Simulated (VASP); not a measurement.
**Hf: single point with LDA**

The system is Hf.

```
CELL_PARAMETERS angstrom
1.64047 -5.14903 0.00000
1.64047 5.14903 0.00000
0.00000 0.00000 4.34850
ATOMIC_POSITIONS crystal
Hf 0.85749 0.14251 0.75000
Hf 0.14251 0.85749 0.25000
```

```yaml
Program: VASP 6.6.1
Task: single point
Functional: LDA
Potentials_or_basis: VASP PAW LDA potentials, release 64 (Hf_pv)
Cutoff: 500 eV
k_mesh: 7 × 7 × 5
Occupations: fermi-dirac, width 0.1 eV
Spin: no spin polarisation
```

The pressure is -20.0 GPa. The largest force is 0.935 eV/Å. The band gap on the k mesh is zero (band 10 reaches 2.17 eV, above the bottom of band 11 at 1.54 eV).

Forces on the atoms (eV/Å):
```
Hf   0.000  0.935  0.000
Hf   0.000 -0.935  0.000
```

Stress tensor (GPa, compression positive):
```
-17.66   0.00   0.00
  0.00 -20.52   0.00
  0.00   0.00 -21.70
```

Levels at points of the mesh, in eV from the Fermi level:
| k point | band 8 | band 9 | band 10 | band 11 | band 12 | band 13 |
| --- | --- | --- | --- | --- | --- | --- |
| (0.00, 0.00, 0.00) | -1.69 | -1.23 | -0.23 | -0.05 | 1.34 | 2.69 |

It took 42 s on 1 thread of AMD EPYC 7R43 64-Core Processor (Zen 3), on a shared host, peak memory 0.17 GiB.

Caveat: spin-orbit coupling is left out, which moves the levels of the heavy elements.
